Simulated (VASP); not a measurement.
# AlNi (Pm-3m) in VASP: further runs

AlNi is run at these levels: LDA, PBEsol, BLYP+D3(BJ); tasks: single point.

Everything below comes from runs of VASP 6.6.1. Logs are shortened: lines on timing, memory, paths and dates and some standing lists are left out, and cuts for length are marked.

## Step 1: The cell of the first run

It takes space group Pm-3m (No. 221, cubic). The conventional cell has a = 2.900 Å, b = 2.900 Å, c = 2.900 Å, α = 90.00°, β = 90.00°, γ = 90.00°. Ni (site symmetry m-3m) has 8 Al at 2.51 Å and 6 Ni at 2.90 Å within 3.3 Å. Al (site symmetry m-3m) has 8 Ni at 2.51 Å and 6 Al at 2.90 Å within 3.3 Å.

## Step 2: Single point, LDA, collinear spin, ferromagnetic start (volume scaled by 1.02)

Input file INCAR:

```
SYSTEM = AlNi
PREC = Accurate ; ENCUT = 520
EDIFF = 1E-6 ; ISMEAR = -1
SIGMA = 0.05 ; LREAL = .False.
LASPH = .True. ; NELM = 150
ALGO = Normal ; ISIF = 2
LWAVE = .False. ; LCHARG = .True.
ISPIN = 2 ; MAGMOM = 1 0
LORBIT = 11 ; LMAXMIX = 4
GGA = CA ; LELF = .True.
LVHAR = .True. ; NBANDS = 18
```

Input file KPOINTS:

```
regular mesh
0
Gamma
  9 9 9
  0 0 0
```

Input file POSCAR:

```
AlNi
1.0
    2.9000800262      0.0000000000      0.0000000000
    0.0000000000      2.9000800262      0.0000000000
    0.0000000000      0.0000000000      2.9000800262
Ni Al
1 1
Direct
    0.5000000000      0.5000000000      0.5000000000
    0.0000000000      0.0000000000      0.0000000000
```

Potentials or basis: VASP PAW LDA potentials, release 64 (Ni, Al).

Started as:

```sh
$ cat potpaw_LDA.64/Ni/POTCAR potpaw_LDA.64/Al/POTCAR > POTCAR
$ mpirun -np 1 vasp_std > vasp.out
```

OUTCAR:

```text
SYSTEM = AlNi
   PREC = Accurate
   ENCUT = 520
   EDIFF = 1E-6
   ISMEAR = -1
   LREAL = .False.
   LASPH = .True.
   NELM = 150
   ISIF = 2
   ISPIN = 2
   LORBIT = 11
   GGA = CA

 ion  position               nearest neighbor table
   1  0.500  0.500  0.500-   2 2.51   2 2.51   2 2.51   2 2.51   2 2.51   2 2.51   2 2.51   2 2.51

   2  0.000  0.000  0.000-   1 2.51   1 2.51   1 2.51   1 2.51   1 2.51   1 2.51   1 2.51   1 2.51

  LATTYP: Found a simple cubic cell.
 ALAT       =     2.9000800262

  Lattice vectors:

 A1 = (   2.9000800262,   0.0000000000,   0.0000000000)
 A2 = (   0.0000000000,   2.9000800262,   0.0000000000)
 A3 = (   0.0000000000,   0.0000000000,   2.9000800262)

Analysis of symmetry for initial positions (statically):
=====================================================================
 Subroutine PRICEL returns:
 Original cell was already a primitive cell.

 Routine SETGRP: Setting up the symmetry group for a
 simple cubic supercell.

 Subroutine GETGRP returns: Found 48 space group operations
 (whereof 48 operations were pure point group operations)
 out of a pool of 48 trial point group operations.

The static configuration has the point symmetry O_h .

Analysis of symmetry for dynamics (positions and initial velocities):
=====================================================================
 Subroutine PRICEL returns:
 Original cell was already a primitive cell.

 Routine SETGRP: Setting up the symmetry group for a
 simple cubic supercell.

 Subroutine GETGRP returns: Found 48 space group operations
 (whereof 48 operations were pure point group operations)
 out of a pool of 48 trial point group operations.

The dynamic configuration has the point symmetry O_h .

Analysis of structural, dynamic, and magnetic symmetry:
=====================================================================
 Subroutine PRICEL returns:
 Original cell was already a primitive cell.

 Routine SETGRP: Setting up the symmetry group for a
 simple cubic supercell.

 Subroutine GETGRP returns: Found 48 space group operations
 (whereof 48 operations were pure point group operations)
 out of a pool of 48 trial point group operations.

The overall configuration has the point symmetry O_h .

 Subroutine INISYM returns: Found 48 space group operations
 (whereof 48 operations are pure point group operations),
 and found     1 'primitive' translations

----------------------------------------------------------------------------------------

                                     Primitive cell

  volume of cell :      24.3910

  direct lattice vectors                    reciprocal lattice vectors
     2.900080026  0.000000000  0.000000000     0.344818071  0.000000000  0.000000000
     0.000000000  2.900080026  0.000000000     0.000000000  0.344818071  0.000000000
     0.000000000  0.000000000  2.900080026     0.000000000  0.000000000  0.344818071

  length of vectors
     2.900080026  2.900080026  2.900080026     0.344818071  0.344818071  0.344818071

  position of ions in fractional coordinates (direct lattice)
     0.500000000  0.500000000  0.500000000
     0.000000000  0.000000000  0.000000000

  ion indices of the primitive-cell ions
   primitive index   ion index
                 1           1
                 2           2

----------------------------------------------------------------------------------------

 KPOINTS: regular mesh

Automatic generation of k-mesh.
 Grid dimensions read from file:
 generate k-points for:    9    9    9

 Generating k-lattice:

  Cartesian coordinates                     Fractional coordinates (reciprocal lattice)
     0.038313119  0.000000000  0.000000000     0.111111111  0.000000000  0.000000000
     0.000000000  0.038313119  0.000000000     0.000000000  0.111111111  0.000000000
     0.000000000  0.000000000  0.038313119     0.000000000  0.000000000  0.111111111

  Length of vectors
     0.038313119  0.038313119  0.038313119

  Shift w.r.t. Gamma in fractional coordinates (k-lattice)
     0.000000000  0.000000000  0.000000000

 Subroutine IBZKPT returns following result:
 ===========================================

 Found     35 irreducible k-points:

 Following reciprocal coordinates:
            Coordinates               Weight
  0.000000  0.000000  0.000000      1.000000
  0.111111  0.000000  0.000000      6.000000
  0.222222  0.000000  0.000000      6.000000
  0.333333  0.000000  0.000000      6.000000
  0.444444  0.000000  0.000000      6.000000
  0.111111  0.111111  0.000000     12.000000
[... 16 lines left out ...]
  0.333333  0.333333  0.111111     24.000000
  0.444444  0.333333  0.111111     48.000000
 [... further k-points ...]
   k-points           NKPTS =     35   k-points in BZ     NKDIM =     35   number of bands    NBANDS=     18
   number of dos      NEDOS =    301   number of ions     NIONS =      2
   total plane-waves  NPLWV =  13824
   dimension x,y,z NGX =    24 NGY =   24 NGZ =   24
   dimension x,y,z NGXF=    48 NGYF=   48 NGZF=   48
   ions per type =               1   1
   NGX,Y,Z   is equivalent  to a cutoff of  13.76, 13.76, 13.76 a.u.
   NGXF,Y,Z  is equivalent  to a cutoff of  27.52, 27.52, 27.52 a.u.
 SYSTEM =  AlNi
   PREC   = accura    normal or accurate (medium, high low for compatibility)
   ISTART =      0    job   : 0-new  1-cont  2-samecut
   ICHARG =      2    charge: 1-file 2-atom 10-const
   ISPIN  =      2    spin polarized calculation?
   LNONCOLLINEAR =      F non collinear calculations
   LSORBIT =      F    spin-orbit coupling
   LASPH  =      T    aspherical Exc in radial PAW
   ENCUT  =  520.0 eV  38.22 Ry    6.18 a.u.   5.39  5.39  5.39*2*pi/ulx,y,z
   NELM   =    150;   NELMIN=  2; NELMDL= -5     # of ELM steps
   EDIFF  = 0.1E-05   stopping-criterion for ELM
   LREAL  =      F    real-space projection
   EDIFFG = 0.1E-04   stopping-criterion for IOM
   NSW    =      0    number of steps for IOM
   IBRION =     -1    ionic relax: 0-MD 1-quasi-New 2-CG
   NFREE  =      0    steps in history (QN), initial steepest desc. (CG)
   ISIF   =      2    stress and relaxation
   ISYM   =      2    0-nonsym 1-usesym 2-fastsym
   POTIM  = 0.5000    time-step for ionic-motion
   TEBEG  =    0.0;   TEEND  =   0.0 temperature during run
   PSTRESS=    0.0 pullay stress
   NELECT =      13.0000    total number of electrons
   NUPDOWN=      -1.0000    fix difference up-down
   EMIN   =  10.00;   EMAX   =-10.00  energy-range for DOS
   EFERMI =   0.00;   METHOD = LEGACY
   ISMEAR =    -1;   SIGMA  =   0.05  broadening in eV -4-tet -1-fermi 0-gaus
   EFERMI_NEDOS =   21; number of points for ismear=-14 and -15
   IALGO  =     38    algorithm
   IMIX   =      4    mixing-type and parameters
     AMIX     =   0.40;   BMIX     =  1.00
     AMIX_MAG =   1.60;   BMIX_MAG =  1.00
  volume/ion in A,a.u.               =      12.20        82.30
  Fermi-wavevector in a.u.,A,eV,Ry     =   1.327331  2.508292 23.970854  1.761808
  Thomas-Fermi vector in A             =   2.456651
   LORBIT       =     11    0 simple, 1 ext, 2 COOP (PROOUT), +10 PAW based schemes
   GGA     = CA    functional components
   LHFCALC =     F    Hartree Fock is set to
   AEXX    =    0.0000 exact exchange contribution
   IVDW    =     0    specifies the selected vdW correction
   LEPSILON=     F    determine dielectric tensor
   LRPA    =     F    only Hartree local field effects (RPA)
 spin polarized calculation
  energy-cutoff  :      520.00
  volume of cell :       24.39
 maximum number of plane-waves:       691
 NGX is ok and might be reduce to    24
   NGX = 11   NGY = 11   NGZ = 11

 number of electron      13.0000011 magnetization      -0.0009717

 number of electron      13.0000011 magnetization       0.0001882

 Free energy of the ion-electron system (eV)
  ---------------------------------------------------
  ext. energy  EPLUGINS =         0.00000000
  ---------------------------------------------------
  free energy    TOTEN  =       -12.13525270 eV

  energy without entropy =      -12.12839316  energy(sigma->0) =      -12.13182293

 E-fermi :   9.4807     XC(G=0): -12.2053

 val. band max:        9.4357988908   @ k =   0.3333   0.3333   0.0000
 cond. band min:       9.5207568232   @ k =   0.3333   0.1111   0.1111
 fundamental gap:      0.0849579323
 Fermi energy:         9.4806596688

 spin component 1

 k-point     1 :       0.0000    0.0000    0.0000
  band No.  band energies     occupation
      1      -1.4493      1.00000
      2       6.3271      1.00000
      3       6.3271      1.00000
      4       7.9527      1.00000
      5       7.9527      1.00000
      6       7.9527      1.00000
[... 10 lines left out ...]
     17      32.7634      0.00000
     18      32.7634      0.00000

 k-point     2 :       0.1111    0.0000    0.0000
  band No.  band energies     occupation
      1      -1.2256      1.00000
      2       6.3063      1.00000
      3       6.3770      1.00000
      4       7.8601      1.00000
      5       7.8601      1.00000
      6       7.9627      1.00000
[... 10 lines left out ...]
     17      31.6283      0.00000
     18      33.4015      0.00000

 k-point     3 :       0.2222    0.0000    0.0000
  band No.  band energies     occupation
      1      -0.5624      1.00000
      2       6.0917      1.00000
      3       6.5064      1.00000
      4       7.6429      1.00000
      5       7.6429      1.00000
      6       7.9882      1.00000
[... 412 lines left out ...]
 k-point    23 :       0.3333    0.3333    0.1111
  band No.  band energies     occupation
      1       2.4678      1.00000
      2       5.8435      1.00000
      3       6.4272      1.00000
      4       7.1641      1.00000
      5       7.5153      1.00000
      6       7.5909      1.00000
[... 10 lines left out ...]
     17      30.2021      0.00000
     18      34.6049      0.00000

 k-point    24 :       0.4444    0.3333    0.1111
  band No.  band energies     occupation
      1       3.5745      1.00000
      2       5.1575      1.00000
      3       6.5564      1.00000
      4       7.0508      1.00000
      5       7.5930      1.00000
      6       7.7469      1.00000
[... 10 lines left out ...]
     17      31.7348      0.00000
     18      35.4993      0.00000

 [... further k-points ...]

 spin component 2

 k-point     1 :       0.0000    0.0000    0.0000
  band No.  band energies     occupation
      1      -1.4493      1.00000
      2       6.3272      1.00000
      3       6.3272      1.00000
      4       7.9527      1.00000
      5       7.9527      1.00000
      6       7.9527      1.00000
[... 10 lines left out ...]
     17      32.7634      0.00000
     18      32.7634      0.00000

 k-point     2 :       0.1111    0.0000    0.0000
  band No.  band energies     occupation
      1      -1.2256      1.00000
      2       6.3064      1.00000
      3       6.3771      1.00000
      4       7.8601      1.00000
      5       7.8601      1.00000
      6       7.9627      1.00000
[... 10 lines left out ...]
     17      31.6283      0.00000
     18      33.4015      0.00000

 k-point     3 :       0.2222    0.0000    0.0000
  band No.  band energies     occupation
      1      -0.5625      1.00000
      2       6.0918      1.00000
      3       6.5065      1.00000
      4       7.6429      1.00000
      5       7.6429      1.00000
      6       7.9882      1.00000
[... 412 lines left out ...]
 k-point    23 :       0.3333    0.3333    0.1111
  band No.  band energies     occupation
      1       2.4678      1.00000
      2       5.8435      1.00000
      3       6.4273      1.00000
      4       7.1641      1.00000
      5       7.5153      1.00000
      6       7.5910      1.00000
[... 10 lines left out ...]
     17      30.2021      0.00000
     18      34.6049      0.00000

 k-point    24 :       0.4444    0.3333    0.1111
  band No.  band energies     occupation
      1       3.5745      1.00000
      2       5.1575      1.00000
      3       6.5564      1.00000
      4       7.0509      1.00000
      5       7.5930      1.00000
      6       7.7469      1.00000
[... 10 lines left out ...]
     17      31.7348      0.00000
     18      35.4995      0.00000

 [... further k-points ...]
[... 5 lines left out ...]
  --------------------------------------------------------------------------------------
  -------------------------------------------------------------------------------------
  Total       -1.6919965     -1.6919965     -1.6919965     -0.0000000      0.0000000     -0.0000000
  in kB     -111.1424810   -111.1424810   -111.1424810     -0.0000000      0.0000000     -0.0000000
  external PRESSURE =    -111.1424810 kB  Pullay stress =       0.0000000 kB

 VOLUME and BASIS-vectors are now :
 -----------------------------------------------------------------------------
  energy-cutoff  :      520.00
  volume of cell :       24.39
      direct lattice vectors                 reciprocal lattice vectors
     2.900080026  0.000000000  0.000000000     0.344818071  0.000000000  0.000000000
     0.000000000  2.900080026  0.000000000     0.000000000  0.344818071  0.000000000
     0.000000000  0.000000000  2.900080026     0.000000000  0.000000000  0.344818071

 POSITION                                       TOTAL-FORCE (eV/Angst)
 -----------------------------------------------------------------------------------
      1.45004      1.45004      1.45004         0.000000      0.000000      0.000000
      0.00000      0.00000      0.00000         0.000000      0.000000      0.000000
 -----------------------------------------------------------------------------------
    total drift:                                0.000000      0.000000     -0.000000

  FREE ENERGIE OF THE ION-ELECTRON SYSTEM (eV)
  ---------------------------------------------------
  free  energy   TOTEN  =       -12.1352526954 eV

  energy  without entropy=      -12.1283931622  energy(sigma->0) =      -12.13182293

 total charge

# of ion       s       p       d       tot
------------------------------------------
    1        0.474   0.501   8.482   9.457
    2        0.388   0.408   0.000   0.796
--------------------------------------------------
tot          0.862   0.910   8.482  10.253

 magnetization (x)

# of ion       s       p       d       tot
------------------------------------------
    1        0.000  -0.000   0.000   0.000
    2        0.000   0.000   0.000   0.000
--------------------------------------------------
tot          0.000   0.000   0.000   0.000
```

Run time: 32 s. Hardware: 1 thread of Intel Xeon 6975P-C, shared host; peak memory 0.15 GiB.

Results:

| Property | Result |
| --- | --- |
| Free energy | -12.1353 eV |
| Pressure | -11.1 GPa |
| Net moment | 0.00 μB per cell |
| Valence electrons inside the program's atomic spheres | Ni 9.46; Al 0.80 |

(Continued in part 2 of 3.)
